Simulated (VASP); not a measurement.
Set up this calculation in VASP 6.6.1, as the native input.

| Property | Result |
| --- | --- |
| Task | single point |
| Functional | PBEsol |
| Potentials or basis | VASP PAW PBE potentials, release 64 (V_sv) |
| Cutoff | 520 eV |
| k mesh | 10 × 10 × 10 |
| Occupations | fermi-dirac, width 0.05 eV |
| Spin | no spin polarisation |
| Dipole correction | no |
| Further INCAR settings | ALGO = Normal; EDIFF = 1e-06; NBANDS = 20 |

The structure of V lies in POSCAR:

```
V
1.0
    0.0000000000      2.5635698487      2.5635698487
    2.5635698487      0.0000000000      2.5635698487
    2.5635698487      2.5635698487      0.0000000000
V
2
Direct
   -0.1925000000     -0.1025000000     -0.1025000000
    0.1925000000      0.1025000000      0.1025000000
```

This cell differs from its parent crystal: shortest bond scaled by 0.82.

These files were run (other wordings do the same):

INCAR

```
  ALGO = Normal
  EDIFF = 1E-6
  ENCUT = 520
  GGA = PS
  ISIF = 2
  ISMEAR = -1
  LASPH = True
  LCHARG = False
  LREAL = False
  LWAVE = False
  NBANDS = 20
  NELM = 80
  PREC = Accurate
  SIGMA = 0.05
```

KPOINTS

```
k-points
0
Gamma
  10 10 10
```

Potentials or basis: VASP PAW PBE potentials, release 64 (V_sv).

Command:

```console
$ cat potpaw_PBE.64/V_sv/POTCAR > POTCAR
$ mpirun -np 1 vasp_std > vasp.out
```

Results of the run:

```
Pressure               : 11.6 GPa
Largest force          : 0.759 eV/Å
Band gap on the k mesh : zero (band 13 reaches 7.46 eV, above the bottom of band 14 at 5.83 eV)
```

Caveat: the cell differs from its parent crystal (shortest bond scaled by 0.82); the PAW data sets were made with another functional, which shifts forces and pressure a little.

Wall time 90 s on 1 thread of Intel Xeon 8259CL (shared host), peak memory 0.2 GiB.
